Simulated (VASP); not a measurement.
HfCl2: single point with PBE+D3(BJ)

Crystal: HfCl2.

```
Hf Cl
1.0
     1.62071    0.93572    6.71351
    -1.62071    0.93572    6.71351
     0.00000   -1.87144    6.71351
Hf Cl
1 2
Direct
  0.50000 0.50000 0.50000
  0.74324 0.74324 0.74324
  0.25676 0.25676 0.25676
```

```
Program             : VASP 6.6.1
Task                : single point
Functional          : PBE
Dispersion          : D3(BJ)
Potentials or basis : VASP PAW PBE potentials, release 64 (Hf_pv, Cl)
Cutoff              : 520 eV
k mesh              : 6 × 6 × 6
Occupations         : gaussian, width 0.1 eV
Spin                : no spin polarisation
```

```yaml
Pressure: -0.6 GPa
Largest_force: 0.037 eV/Å
Band_gap_on_the_k_mesh: zero (bands 12 and 13 overlap by 0.80 eV)
Dispersion_energy_per_atom: -0.305 eV
```

Forces on the atoms (eV/Å):
```
Hf   0.000  0.000  0.000
Cl   0.000  0.000  0.037
Cl   0.000  0.000 -0.037
```

Levels at points of the mesh, in eV from the Fermi level:
```tsv
k point	band 9	band 10	band 11	band 12	band 13	band 14	band 15	band 16
(0.00, 0.00, 0.00)	-4.15	-3.28	-3.28	-1.49	1.14	1.14	2.87	3.11
(0.50, 0.00, 0.00)	-5.03	-4.90	-4.06	-1.64	3.28	3.53	3.84	4.04
(0.50, 0.50, 0.00)	-5.20	-4.78	-4.22	-1.86	2.81	3.34	3.75	4.51
(0.50, 0.50, 0.50)	-4.10	-3.35	-3.35	-0.80	1.18	1.18	3.10	3.10
```

Run time: 120 s on 1 thread of AMD EPYC 9R14 (Zen 4), with other jobs on the host, peak memory 0.35 GiB.

Caveat: the k points lie up to 0.38 Å⁻¹ apart, too coarse for converged energies and pressures of a metal; spin-orbit coupling is left out, which moves the levels of the heavy elements.
